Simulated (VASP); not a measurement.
Input of a VASP 6.6.1 run:

The input INCAR:

```
PREC     = Accurate       # precision mode
ENCUT    = 520            # plane-wave cutoff, eV
EDIFF    = 1E-7           # SCF threshold, eV
ISMEAR   = 0              # smearing method
SIGMA    = 0.01           # smearing width, eV
LREAL    = F              # projectors in reciprocal space
LASPH    = T              # aspherical terms in the spheres
NELM     = 60             # most SCF steps
ALGO     = Normal         # electronic algorithm
ISIF     = 2              # what is computed and relaxed
LWAVE    = F              # write WAVECAR
LCHARG   = T              # write CHGCAR
GGA      = PE             # functional
LELF     = T              # ELF
LVHAR    = T            
NBANDS   = 29             # bands
```

The input KPOINTS:

```
regular mesh
0
Gamma
  1 1 1
```

Contents of POSCAR:

```
HfH4O4
1.0
   13.5000000000      0.0000000000      0.0000000000
    0.0000000000     13.7600000000      0.0000000000
    0.0000000000      0.0000000000     12.8500000000
Hf O H
1 4 4
Direct
    0.4696837000      0.4999723800      0.5230832700
    0.5988992600      0.4999716600      0.4565704300
    0.4564763000      0.6154992700      0.6090412500
    0.3672748100      0.4999709300      0.4162762600
    0.4564763000      0.3844469500      0.6090435800
    0.6662992600      0.4999716600      0.4317945500
    0.4436311100      0.6729120600      0.6498568100
    0.3333333300      0.4999702000      0.3501945500
    0.4436311100      0.3270348800      0.6498607000
```

Potentials or basis: VASP PAW PBE potentials, release 64 (Hf_pv, O, H).

Command:

```console
$ cat potpaw_PBE.64/Hf_pv/POTCAR potpaw_PBE.64/O/POTCAR potpaw_PBE.64/H/POTCAR > POTCAR
$ mpirun -np 1 vasp_gam > vasp.out
```

Question: What does it give for the largest force?

Answer: 0.498 eV/Å.

Question: Predict the gap between the frontier levels.

Answer: 5.78 eV.

Forces in eV/Å, atoms in the order of the input:
```
Hf   0.050  0.000 -0.050
O   -0.452  0.000  0.209
O    0.039 -0.391 -0.270
O    0.322  0.000  0.350
O    0.039  0.391 -0.270
H   -0.170  0.000  0.092
H    0.019 -0.162 -0.113
H    0.132  0.000  0.166
H    0.019  0.162 -0.113
```

Caveat: spin-orbit coupling is left out, which moves the levels of the heavy elements.
